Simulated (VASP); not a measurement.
Write the native input for VASP 6.6.1 that does the following.

```yaml
Task: single point
Functional: LDA
Potentials_or_basis: VASP PAW LDA potentials, release 64 (Ir)
Cutoff: 500 eV
k_mesh: 9 × 9 × 5
Occupations: methfessel-paxton, width 0.1 eV
Spin: no spin polarisation
Dipole_correction: no
Further_INCAR_settings: ALGO = Normal; EDIFF = 1e-06; NBANDS = 16
```

The structure of Ir lies in POSCAR:

```
Ir
1.0
    2.7186623086      0.0000000000      0.0000000000
   -1.3593311543      2.3544306236      0.0000000000
    0.0000000000      0.0000000000      4.4075224484
Ir
2
Direct
    0.6666666667      0.3333333333      0.7500000000
    0.3333333333      0.6666666667      0.2500000000
```

These files were run (other wordings do the same):

INCAR

```
PREC = Accurate ; ENCUT = 500
EDIFF = 1E-6 ; ISMEAR = 1
SIGMA = 0.1 ; LREAL = F
LASPH = T ; NELM = 120
ALGO = Normal ; ISIF = 2
LWAVE = F ; LCHARG = F
NBANDS = 16 ; GGA_COMPAT = F
```

KPOINTS

```
Automatic mesh
0
Gamma
  9 9 5
```

Potentials or basis: VASP PAW LDA potentials, release 64 (Ir).

Command:

```bash
$ cat potpaw_LDA.64/Ir/POTCAR > POTCAR
$ mpirun -np 1 vasp_std > vasp.out
```

It gave:

| Item | Value |
| --- | --- |
| Pressure | -3.4 GPa |
| Band gap on the k mesh | zero (band 9 reaches 11.42 eV, above the bottom of band 10 at 8.31 eV) |

Caveat: spin-orbit coupling is left out, which moves the levels of the heavy elements.

It took 16 s on 1 thread of Intel(R) Xeon(R) Platinum 8488C (Sapphire Rapids), with other jobs on the host, peak memory 0.13 GiB.
